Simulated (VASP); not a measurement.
# As (R-3m) in VASP: notebook

Aim: see how the results for As move with the level of theory and the settings. Levels: PBEsol, PBE, LDA. Tasks: single point.

Everything below comes from runs of VASP 6.6.1. Logs are shortened: lines on timing, memory, paths and dates and some standing lists are left out, and cuts for length are marked.

## Step 1: The cell of the first run

Symmetry: R-3m, No. 166, trigonal system. The conventional cell has a = 3.762 Å, b = 3.762 Å, c = 10.542 Å, α = 90.00°, β = 90.00°, γ = 120.00°. As (site symmetry 3m) has 6 As at 2.51 to 3.14 Å within 3.3 Å.

## Step 2: Single point, PBEsol

Contents of INCAR:

```
SYSTEM = As
PREC = Accurate
ENCUT = 600
EDIFF = 1E-6
ISMEAR = 0
SIGMA = 0.02
LREAL = .False.
LASPH = .True.
NELM = 120
ALGO = Normal
ISIF = 2
LWAVE = .False.
LCHARG = .True.
GGA = PS
LELF = .True.
LVHAR = .True.
NBANDS = 22
GGA_COMPAT = .False.
```

Contents of KPOINTS:

```
Automatic mesh
0
Gamma
  9 9 9
  0 0 0
```

Contents of POSCAR:

```
As
1.0
    4.1310000000      0.0000000000      0.0000000000
    2.4183895066      3.3491122995      0.0000000000
    2.4183895066      1.2366737439      3.1124252996
As
2
Direct
    0.2260000000      0.2260000000      0.2260000000
    0.7740000000      0.7740000000      0.7740000000
```

Potentials or basis: VASP PAW PBE potentials, release 64 (As_d).

Run with:

```console
cat potpaw_PBE.64/As_d/POTCAR > POTCAR
mpirun -np 1 vasp_std > vasp.out
```

OUTCAR:

```text
SYSTEM = As
   PREC = Accurate
   ENCUT = 600
   EDIFF = 1E-6
   ISMEAR = 0
   LREAL = .False.
   LASPH = .True.
   NELM = 120
   ISIF = 2
   GGA = PS

 ion  position               nearest neighbor table
   1  0.226  0.226  0.226-   2 2.51   2 2.51   2 2.51
   2  0.774  0.774  0.774-   1 2.51   1 2.51   1 2.51

  LATTYP: Found a trigonal (rhomboedric) cell.
 ALAT       =     4.1310000000
 COS(alpha) =     0.5854247172

  Lattice vectors:

 A1 = (   4.1310000000,   0.0000000000,   0.0000000000)
 A2 = (   2.4183895066,   3.3491122995,   0.0000000000)
 A3 = (   2.4183895066,   1.2366737439,   3.1124252996)

Analysis of symmetry for initial positions (statically):
=====================================================================
 Subroutine PRICEL returns:
 Original cell was already a primitive cell.

 Routine SETGRP: Setting up the symmetry group for a
 trigonal (rhombohedral) supercell.

 Subroutine GETGRP returns: Found 12 space group operations
 (whereof 12 operations were pure point group operations)
 out of a pool of 12 trial point group operations.

The static configuration has the point symmetry D_3d.

Analysis of symmetry for dynamics (positions and initial velocities):
=====================================================================
 Subroutine PRICEL returns:
 Original cell was already a primitive cell.

 Routine SETGRP: Setting up the symmetry group for a
 trigonal (rhombohedral) supercell.

 Subroutine GETGRP returns: Found 12 space group operations
 (whereof 12 operations were pure point group operations)
 out of a pool of 12 trial point group operations.

The dynamic configuration has the point symmetry D_3d.

 Subroutine INISYM returns: Found 12 space group operations
 (whereof 12 operations are pure point group operations),
 and found     1 'primitive' translations

----------------------------------------------------------------------------------------

                                     Primitive cell

  volume of cell :      43.0610

  direct lattice vectors                    reciprocal lattice vectors
     4.131000000  0.000000000  0.000000000     0.242072137 -0.174799966 -0.118638731
     2.418389507  3.349112299  0.000000000     0.000000000  0.298586584 -0.118638731
     2.418389507  1.236673744  3.112425300     0.000000000  0.000000000  0.321292852

  length of vectors
     4.131000000  4.131000000  4.131000000     0.321292852  0.321292852  0.321292852

  position of ions in fractional coordinates (direct lattice)
     0.226000000  0.226000000  0.226000000
     0.774000000  0.774000000  0.774000000

  ion indices of the primitive-cell ions
   primitive index   ion index
                 1           1
                 2           2

----------------------------------------------------------------------------------------

 KPOINTS: Automatic mesh

Automatic generation of k-mesh.
 Grid dimensions read from file:
 generate k-points for:    9    9    9

 Generating k-lattice:

  Cartesian coordinates                     Fractional coordinates (reciprocal lattice)
     0.026896904 -0.019422218 -0.013182081     0.111111111 -0.000000000  0.000000000
     0.000000000  0.033176287 -0.013182081     0.000000000  0.111111111 -0.000000000
     0.000000000  0.000000000  0.035699206     0.000000000  0.000000000  0.111111111

  Length of vectors
     0.035699206  0.035699206  0.035699206

  Shift w.r.t. Gamma in fractional coordinates (k-lattice)
     0.000000000  0.000000000  0.000000000

 Subroutine IBZKPT returns following result:
 ===========================================

 Found     85 irreducible k-points:

 Following reciprocal coordinates:
            Coordinates               Weight
  0.000000  0.000000  0.000000      1.000000
  0.111111 -0.000000  0.000000      6.000000
  0.222222 -0.000000 -0.000000      6.000000
  0.333333 -0.000000  0.000000      6.000000
  0.444444 -0.000000 -0.000000      6.000000
  0.111111  0.111111 -0.000000      6.000000
[... 16 lines left out ...]
 -0.333333  0.333333 -0.000000      6.000000
  0.444444  0.444444 -0.000000      6.000000
 [... further k-points ...]
   k-points           NKPTS =     85   k-points in BZ     NKDIM =     85   number of bands    NBANDS=     22
   number of dos      NEDOS =    301   number of ions     NIONS =      2
   total plane-waves  NPLWV =  46656
   dimension x,y,z NGX =    36 NGY =   36 NGZ =   36
   dimension x,y,z NGXF=    72 NGYF=   72 NGZF=   72
   ions per type =               2
   NGX,Y,Z   is equivalent  to a cutoff of  14.49, 14.49, 14.49 a.u.
   NGXF,Y,Z  is equivalent  to a cutoff of  28.98, 28.98, 28.98 a.u.
 SYSTEM =  As
   PREC   = accura    normal or accurate (medium, high low for compatibility)
   ISTART =      0    job   : 0-new  1-cont  2-samecut
   ICHARG =      2    charge: 1-file 2-atom 10-const
   ISPIN  =      1    spin polarized calculation?
   LNONCOLLINEAR =      F non collinear calculations
   LSORBIT =      F    spin-orbit coupling
   LASPH  =      T    aspherical Exc in radial PAW
   ENCUT  =  600.0 eV  44.10 Ry    6.64 a.u.   8.25  8.25  8.25*2*pi/ulx,y,z
   NELM   =    120;   NELMIN=  2; NELMDL= -5     # of ELM steps
   EDIFF  = 0.1E-05   stopping-criterion for ELM
   LREAL  =      F    real-space projection
   EDIFFG = 0.1E-04   stopping-criterion for IOM
   NSW    =      0    number of steps for IOM
   IBRION =     -1    ionic relax: 0-MD 1-quasi-New 2-CG
   NFREE  =      0    steps in history (QN), initial steepest desc. (CG)
   ISIF   =      2    stress and relaxation
   ISYM   =      2    0-nonsym 1-usesym 2-fastsym
   POTIM  = 0.5000    time-step for ionic-motion
   TEBEG  =    0.0;   TEEND  =   0.0 temperature during run
   PSTRESS=    0.0 pullay stress
   NELECT =      30.0000    total number of electrons
   NUPDOWN=      -1.0000    fix difference up-down
   EMIN   =  10.00;   EMAX   =-10.00  energy-range for DOS
   EFERMI =   0.00;   METHOD = LEGACY
   ISMEAR =     0;   SIGMA  =   0.02  broadening in eV -4-tet -1-fermi 0-gaus
   EFERMI_NEDOS =   21; number of points for ismear=-14 and -15
   IALGO  =     38    algorithm
   IMIX   =      4    mixing-type and parameters
     AMIX     =   0.40;   BMIX     =  1.00
     AMIX_MAG =   1.60;   BMIX_MAG =  1.00
  volume/ion in A,a.u.               =      21.53       145.29
  Fermi-wavevector in a.u.,A,eV,Ry     =   1.451289  2.742539 28.657140  2.106240
  Thomas-Fermi vector in A             =   2.568803
   LORBIT       =      0    0 simple, 1 ext, 2 COOP (PROOUT), +10 PAW based schemes
   GGA     = PS    functional components
   LHFCALC =     F    Hartree Fock is set to
   AEXX    =    0.0000 exact exchange contribution
   IVDW    =     0    specifies the selected vdW correction
   LEPSILON=     F    determine dielectric tensor
   LRPA    =     F    only Hartree local field effects (RPA)
 non-spin polarized calculation
 Gauss-broadening in eV      SIGMA  =   0.02
  energy-cutoff  :      600.00
  volume of cell :       43.06
 maximum number of plane-waves:      1461
 NGX is ok and might be reduce to    36
   NGX = 17   NGY = 17   NGZ = 17

 number of electron      30.0000004 magnetization

 Free energy of the ion-electron system (eV)
  ---------------------------------------------------
  ext. energy  EPLUGINS =         0.00000000
  ---------------------------------------------------
  free energy    TOTEN  =       -10.23938968 eV

  energy without entropy =      -10.23937920  energy(sigma->0) =      -10.23938444

 E-fermi :   3.6320     XC(G=0): -10.8482

 val. band max:        3.5980677164   @ k =   0.3333   0.2222   0.2222
 cond. band min:       3.6658825629   @ k =   0.4444   0.3333   0.3333
 fundamental gap:      0.0678148465
 Fermi energy:         3.6319751648

 k-point     1 :       0.0000    0.0000    0.0000
  band No.  band energies     occupation
      1     -32.5581      2.00000
      2     -32.5581      2.00000
      3     -32.5114      2.00000
      4     -32.5114      2.00000
      5     -32.4785      2.00000
      6     -32.4401      2.00000
[... 14 lines left out ...]
     21      11.0257      0.00000
     22      12.4110      0.00000

 k-point     2 :       0.1111   -0.0000    0.0000
  band No.  band energies     occupation
      1     -32.5568      2.00000
      2     -32.5545      2.00000
      3     -32.5101      2.00000
      4     -32.5087      2.00000
      5     -32.4776      2.00000
      6     -32.4419      2.00000
[... 14 lines left out ...]
     21      10.4000      0.00000
     22      13.3535      0.00000

 k-point     3 :       0.2222   -0.0000   -0.0000
  band No.  band energies     occupation
      1     -32.5534      2.00000
      2     -32.5442      2.00000
      3     -32.5066      2.00000
      4     -32.5010      2.00000
      5     -32.4748      2.00000
      6     -32.4471      2.00000
[... 14 lines left out ...]
     21      11.0466      0.00000
     22      15.3085      0.00000

 k-point     4 :       0.3333   -0.0000    0.0000
  band No.  band energies     occupation
      1     -32.5491      2.00000
      2     -32.5296      2.00000
      3     -32.5019      2.00000
      4     -32.4903      2.00000
      5     -32.4707      2.00000
      6     -32.4551      2.00000
[... 14 lines left out ...]
     21      12.6460      0.00000
     22      15.8891      0.00000

 k-point     5 :       0.4444   -0.0000   -0.0000
  band No.  band energies     occupation
      1     -32.5460      2.00000
      2     -32.5171      2.00000
      3     -32.4959      2.00000
      4     -32.4789      2.00000
      5     -32.4713      2.00000
      6     -32.4645      2.00000
[... 14 lines left out ...]
     21      14.1665      0.00000
     22      14.8427      0.00000

 k-point     6 :       0.1111    0.1111   -0.0000
  band No.  band energies     occupation
      1     -32.5579      2.00000
      2     -32.5526      2.00000
      3     -32.5103      2.00000
      4     -32.5082      2.00000
      5     -32.4774      2.00000
      6     -32.4424      2.00000
[... 14 lines left out ...]
     21      10.9540      0.00000
     22      12.8641      0.00000

 k-point     7 :       0.2222    0.1111   -0.0000
  band No.  band energies     occupation
      1     -32.5559      2.00000
      2     -32.5450      2.00000
      3     -32.5075      2.00000
      4     -32.5034      2.00000
      5     -32.4754      2.00000
      6     -32.4466      2.00000
[... 324 lines left out ...]
      6     -32.4574      2.00000
[... 14 lines left out ...]
     21      13.5634      0.00000
     22      15.1550      0.00000

 k-point    21 :       0.4444    0.3333   -0.0000
  band No.  band energies     occupation
      1     -32.5554      2.00000
      2     -32.5178      2.00000
      3     -32.4990      2.00000
      4     -32.4847      2.00000
      5     -32.4663      2.00000
      6     -32.4640      2.00000
[... 14 lines left out ...]
     21      14.9502      0.00000
     22      15.5555      0.00000

 k-point    22 :      -0.4444    0.3333   -0.0000
  band No.  band energies     occupation
      1     -32.5538      2.00000
      2     -32.5060      2.00000
      3     -32.4930      2.00000
      4     -32.4839      2.00000
      5     -32.4733      2.00000
      6     -32.4685      2.00000
[... 14 lines left out ...]
     21      14.7835      0.00000
     22      16.7181      0.00000

 k-point    23 :      -0.3333    0.3333   -0.0000
  band No.  band energies     occupation
      1     -32.5526      2.00000
      2     -32.4916      2.00000
      3     -32.4862      2.00000
      4     -32.4860      2.00000
      5     -32.4834      2.00000
      6     -32.4785      2.00000
[... 14 lines left out ...]
     21      13.8129      0.00000
     22      16.3637      0.00000

 k-point    24 :       0.4444    0.4444   -0.0000
  band No.  band energies     occupation
      1     -32.5559      2.00000
      2     -32.5188      2.00000
      3     -32.4972      2.00000
      4     -32.4779      2.00000
      5     -32.4669      2.00000
      6     -32.4656      2.00000
[... 14 lines left out ...]
     21      15.0786      0.00000
     22      16.4516      0.00000

 [... further k-points ...]
[... 5 lines left out ...]
  --------------------------------------------------------------------------------------
  -------------------------------------------------------------------------------------
  Total        0.0763156      0.1541928      0.1690653     -0.0539243     -0.0187154     -0.0365990
  in kB        2.8394868      5.7370799      6.2904442     -2.0063692     -0.6963457     -1.3617457
  external PRESSURE =       4.9556703 kB  Pullay stress =       0.0000000 kB

 VOLUME and BASIS-vectors are now :
 -----------------------------------------------------------------------------
  energy-cutoff  :      600.00
  volume of cell :       43.06
      direct lattice vectors                 reciprocal lattice vectors
     4.131000000  0.000000000  0.000000000     0.242072137 -0.174799966 -0.118638731
     2.418389507  3.349112299  0.000000000     0.000000000  0.298586584 -0.118638731
     2.418389507  1.236673744  3.112425300     0.000000000  0.000000000  0.321292852

 POSITION                                       TOTAL-FORCE (eV/Angst)
 -----------------------------------------------------------------------------------
      2.02672      1.03639      0.70341         0.324862      0.166122      0.112749
      6.94106      3.54940      2.40902        -0.324862     -0.166122     -0.112749
 -----------------------------------------------------------------------------------
    total drift:                               -0.000000      0.000000     -0.000000

  FREE ENERGIE OF THE ION-ELECTRON SYSTEM (eV)
  ---------------------------------------------------
  free  energy   TOTEN  =       -10.2393896845 eV

  energy  without entropy=      -10.2393791981  energy(sigma->0) =      -10.23938444
```

It took 38 s on 1 thread of Intel Xeon Platinum 8559C (Emerald Rapids), shared host; peak memory 0.24 GiB.

Results:

```yaml
Free_energy: -10.2394 eV
Pressure: 0.5 GPa
Largest_force: 0.382 eV/Å
Band_gap_on_the_k_mesh: zero (band 15 reaches 3.67 eV, above the bottom of band 16 at 3.56 eV)
```

Forces on the atoms (eV/Å):
```
As   0.325  0.166  0.113
As  -0.325 -0.166 -0.113
```

Stress tensor (GPa, compression positive):
```
 0.28 -0.20 -0.14
-0.20  0.57 -0.07
-0.14 -0.07  0.63
```

Caveat: the PAW data sets were made with another functional, which shifts forces and pressure a little.

## Step 3: Single point, PBE

Contents of INCAR:

```
PREC     = Accurate       # precision mode
ENCUT    = 600            # plane-wave cutoff, eV
EDIFF    = 1E-6           # SCF threshold, eV
ISMEAR   = 0              # smearing method
SIGMA    = 0.028999999999999998 # smearing width, eV
LREAL    = False          # projectors in reciprocal space
LASPH    = True           # aspherical terms in the spheres
NELM     = 120            # most SCF steps
ALGO     = Normal         # electronic algorithm
ISIF     = 2              # what is computed and relaxed
LWAVE    = False          # write WAVECAR
LCHARG   = False          # write CHGCAR
GGA      = PE             # functional
NBANDS   = 22             # bands
GGA_COMPAT= False
```

Contents of KPOINTS:

```
Automatic mesh
0
Gamma
  9 9 9
```

Contents of POSCAR:

```
As
1.0
    1.8807968987      1.0858785957      3.5140619945
   -1.8807968987      1.0858785957      3.5140619945
    0.0000000000     -2.1717571915      3.5140619945
As
2
Direct
    0.2260000000      0.2260000000      0.2260000000
    0.7740000000      0.7740000000      0.7740000000
```

Potentials or basis: VASP PAW PBE potentials, release 64 (As_d).

Run with:

```console
cat potpaw_PBE.64/As_d/POTCAR > POTCAR
mpirun -np 1 vasp_std > vasp.out
```

Wall time 56 s (1 thread of Intel Xeon Platinum 8488C (Sapphire Rapids), shared host); peak memory 0.24 GiB.

Results (log left out):

```
Free energy            : -9.3406 eV
Pressure               : 3.8 GPa
Largest force          : 0.445 eV/Å
Band gap on the k mesh : zero (band 15 reaches 3.83 eV, above the bottom of band 16 at 3.73 eV)
```

Forces in eV/Å, atoms in the order of the input:
```
As   0.000  0.000  0.445
As   0.000  0.000 -0.445
```

Stress tensor (GPa, compression positive):
```
3.91 0.00 0.00
0.00 3.91 0.00
0.00 0.00 3.43
```

Levels at points of the mesh, in eV from the Fermi level:
```csv
k point,band 13,band 14,band 15,band 16,band 17,band 18
"(0.00, 0.00, 0.00)",-2.47,-2.04,-2.04,1.60,2.91,2.91
```

## Step 4: Single point, LDA

Contents of INCAR:

```
SYSTEM = As
ALGO = Normal ; EDIFF = 1E-6
ENCUT = 600 ; GGA = CA
GGA_COMPAT = .FALSE. ; ISIF = 2
ISMEAR = -1 ; LASPH = .TRUE.
LCHARG = .FALSE. ; LREAL = .FALSE.
LWAVE = .FALSE. ; NBANDS = 22
NELM = 120 ; PREC = Accurate
SIGMA = 0.05
```

Contents of KPOINTS:

```
k-points
0
G
  9 9 9
  0 0 0
```

POSCAR is that of step 3.

Potentials or basis: VASP PAW LDA potentials, release 64 (As_d).

Run with:

```console
cat potpaw_LDA.64/As_d/POTCAR > POTCAR
mpirun -np 1 vasp_std > vasp.out
```

Wall time 53 s (1 thread of Intel Xeon 6975P-C (Granite Rapids), shared host); peak memory 0.21 GiB.

It converged, with:

```
Free energy            : -10.7650 eV
Pressure               : -1.2 GPa
Largest force          : 0.298 eV/Å
Band gap on the k mesh : zero (band 15 reaches 3.72 eV, above the bottom of band 16 at 3.62 eV)
```

Forces in eV/Å, atoms in the order of the input:
```
As   0.000  0.000  0.298
As   0.000  0.000 -0.298
```

Stress tensor (GPa, compression positive):
```
-0.97  0.00  0.00
 0.00 -0.97  0.00
 0.00  0.00 -1.55
```

Levels at points of the mesh, in eV from the Fermi level:
```tsv
k point	band 12	band 13	band 14	band 15	band 16	band 17	band 18	band 19
(0.00, 0.00, 0.00)	-5.84	-2.44	-1.99	-1.99	1.60	2.91	2.91	6.97
```

## Step 5: The runs side by side

| level | potentials or basis | smearing | gap on the mesh (eV) | pressure (GPa) | largest force (eV/Å) |
| --- | --- | --- | --- | --- | --- |
| PBEsol | VASP PAW PBE potentials, release 64 (As_d) | gaussian 0.02 eV | none | 0.5 | 0.38 |
| PBE | VASP PAW PBE potentials, release 64 (As_d) | gaussian 0.029 eV | none | 3.8 | 0.45 |
| LDA | VASP PAW LDA potentials, release 64 (As_d) | fermi-dirac 0.05 eV | none | -1.2 | 0.30 |

Alike in all rows: task single point; no spin polarisation; cell a = 4.131 Å, angles 54.2°, 2 atoms; k mesh 9 × 9 × 9; cutoff (eV) 600.

Caveats: the PAW data sets were made with another functional, which shifts forces and pressure a little (some runs).

Total energies depend on the potentials used, so only differences within one code and one set of settings carry meaning.
